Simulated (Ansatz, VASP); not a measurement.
## Two plane-wave programs on YTl

The input INCAR:

```
SYSTEM = YTl
PREC = Accurate
ENCUT = 520
EDIFF = 1E-8
ISMEAR = -1
SIGMA = 0.08
LREAL = .FALSE.
LASPH = .TRUE.
NELM = 80
ALGO = Normal
ISIF = 2
LWAVE = .FALSE.
LCHARG = .FALSE.
LEFG = .TRUE.
NBANDS = 19
```

Contents of KPOINTS:

```
Automatic mesh
0
G
  11 11 11
  0 0 0
```

POSCAR

```
YTl
1.0
    3.8260200000      0.0000000000      0.0000000000
    0.0000000000      3.8260200000      0.0000000000
    0.0000000000      0.0000000000      3.7510000000
Y Tl
1 1
Direct
    0.5000000000      0.5000000000      0.5000000000
    0.0000000000      0.0000000000      0.0000000000
```

Input for Ansatz:

```yaml
crystal:
  lattice:
    - [3.82602, 0.0, 0.0]
    - [0.0, 3.82602, 0.0]
    - [0.0, 0.0, 3.751]
  atoms:
    - { symbol: "Y", position: [0.5, 0.5, 0.5] }
    - { symbol: Tl, position: [0.0, 0.0, 0.0] }
kpoints:
  mp_grid: { grid: [11, 11, 11] }
scf:
  occupations: { method: fermi_dirac, width: 0.08 }
hamiltonian:
  xc: lda
  pseudopotentials: { kind: paw }
output:
  forces: true
  stress: true
  eigenvalues: true
  efg: { contact_densities: true }
```

Change from the starting cell: equal xx and yy strain of +2 %, PAW files.

Alike in both runs: task electric field gradients; functional LDA; k mesh 11 × 11 × 11; occupations fermi-dirac, width 0.08 eV; no spin polarisation.

|  | VASP | Ansatz |
| --- | --- | --- |
| version | VASP 6.6.1 | Ansatz 0.2.0 |
| potentials or method | VASP PAW LDA potentials, release 64 (Y_sv, Tl_d) | PAW with Ansatz's default frozen-core files, scalar-relativistic |
| plane-wave cutoff (eV) | 520 | 420 |
| valence electrons in the cell | 24 | 24 |

```tsv
	VASP	Ansatz	Ansatz less VASP
pressure (GPa)	-4.9	-5.0	-0.05
traceless stress, the component that is largest in VASP (GPa)	0.16	0.16	-0.001
size of Vzz on the site where it differs most (V/Å²)	18.2	18.7	+0.46
```

LDA's correlation is that of Perdew and Zunger in VASP and of Perdew and Wang (1992) in Ansatz.

Neither program's run includes spin-orbit coupling.
